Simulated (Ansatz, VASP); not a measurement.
**Two plane-wave programs on Pd3I**

INCAR

```
ALGO = Normal
EDIFF = 1E-7
ENCUT = 520
GGA = PE
ISIF = 2
ISMEAR = -1
LASPH = True
LCHARG = True
LDAU = True
LDAUJ = 0 0
LDAUL = -1 2
LDAUPRINT = 1
LDAUTYPE = 2
LDAUU = 0 5
LELF = True
LMAXMIX = 4
LREAL = False
LVHAR = True
LWAVE = False
NBANDS = 26
NELM = 150
PREC = Accurate
SIGMA = 0.05
```

The input KPOINTS:

```
k-points
0
Gamma
  9 9 9
```

POSCAR

```
Pd3I
1.0
   -2.1469490000      2.1469490000      3.8759100000
    2.1469490000     -2.1469490000      3.8759100000
    2.1469490000      2.1469490000     -3.8759100000
I Pd
1 3
Direct
    0.0000000000      0.0000000000      0.0000000000
    0.5000000000      0.5000000000      0.0000000000
    0.2500000000      0.7500000000      0.5000000000
    0.7500000000      0.2500000000      0.5000000000
```

Contents of input.yaml:

```yaml
crystal:
  lattice:
    - [-2.146949, 2.146949, 3.87591]
    - [2.146949, -2.146949, 3.87591]
    - [2.146949, 2.146949, -3.87591]
  atoms:
    - { symbol: I, position: [0.0, 0.0, 0.0] }
    - { symbol: Pd, position: [0.5, 0.5, 0.0] }
    - { symbol: Pd, position: [0.25, 0.75, 0.5] }
    - { symbol: Pd, position: [0.75, 0.25, 0.5] }
hamiltonian:
  xc: pbe
  pseudopotentials: { kind: paw }
  hubbard: { sites: [{ species: Pd, l: d, u_eff: 5.0 }] }
kpoints:
  mp_grid: { grid: [9, 9, 9] }
  band_path:
    path:
      - [[0.0, 0.0, 0.0], [0.0, 0.0, 0.5], [-0.1534143882, 0.1534143882, 0.5], [-0.3267071941, 0.3267071941, 0.3267071941], [0.0, 0.0, 0.0], [0.5, 0.5, -0.5], [0.3267071941, 0.6732928059, -0.3267071941], [0.0, 0.5, 0.0], [0.25, 0.25, 0.25], [0.5, 0.5, -0.1534143882], [0.5, 0.5, -0.5]]
      - [[0.0, 0.0, 0.5], [0.25, 0.25, 0.25]]
    npoints: 14
scf:
  occupations: { method: fermi_dirac, width: 0.05 }
  n_extra_bands: 10
output:
  forces: true
  stress: true
  eigenvalues: true
  fatbands: false
```

Alike in both runs: functional PBE; k mesh 9 × 9 × 9; occupations fermi-dirac, width 0.05 eV; no spin polarisation; Hubbard terms Pd d U = 5.0 eV.

```csv
,VASP,Ansatz
version,VASP 6.6.1,Ansatz 0.2.0
potentials or method,"VASP PAW PBE potentials, release 64 (I, Pd)",Ansatz PAW
plane-wave cutoff (eV),520,420
valence electrons in the cell,37,71
task,single point,band structure
```

|  | VASP | Ansatz | Ansatz less VASP |
| --- | --- | --- | --- |
| gap on the k mesh at the Fermi level (eV) | none | none | - |
| pressure (GPa) | -6.6 | 0.5 | +7.10 |
| traceless stress, the component that is largest in VASP (GPa) | -0.12 | 0.83 | +0.957 |

The programs project onto different local orbitals, so the same U acts differently, and such runs can settle in different states. A gap of «none» marks a metal or a gap that the smearing closes. VASP's potentials hold 37 valence electrons a cell and Ansatz's 71, so a difference there can come from the potentials and not from the codes.

Neither program's run includes spin-orbit coupling.
